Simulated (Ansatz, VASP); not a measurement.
**Tl4Br in VASP and in Ansatz**

```
Tl Br
1.0
    -3.67065    3.67065    3.67065
     3.67065   -3.67065    3.67065
     3.67065    3.67065   -3.67065
Tl Br
4 1
Cartesian
  1.8353 1.8353 -1.8353
  -1.8353 1.8353 1.8353
  1.8353 -1.8353 1.8353
  1.8353 1.8353 1.8353
  0.0000 0.0000 0.0000
```

Change from the starting cell: species swapped into the Hg4Pt type (Im-3m, No. 229).

Alike in both runs: functional PBE; k mesh 4 × 4 × 4; occupations gaussian, width 0.1 eV; no spin polarisation.

Ansatz relaxed the structure, and its values are those at the end. VASP's run is a single point on that final structure, the one shown.

|  | VASP | Ansatz |
| --- | --- | --- |
| version | VASP 6.6.1 | Ansatz 0.2.0 |
| potentials or method | VASP PAW PBE potentials, release 64 (Tl_d, Br), cutoff 520 eV | scalar-relativistic, plane waves, PAW |
| valence electrons in the cell | 59 | 59 |

|  | VASP | Ansatz | Ansatz less VASP |
| --- | --- | --- | --- |
| gap on the k mesh at the Fermi level (eV) | none | none | - |
| pressure (GPa) | 0.3 | 0.3 | +0.04 |

A gap of «none» marks a metal or a gap that the smearing closes.

Neither program's run includes spin-orbit coupling.
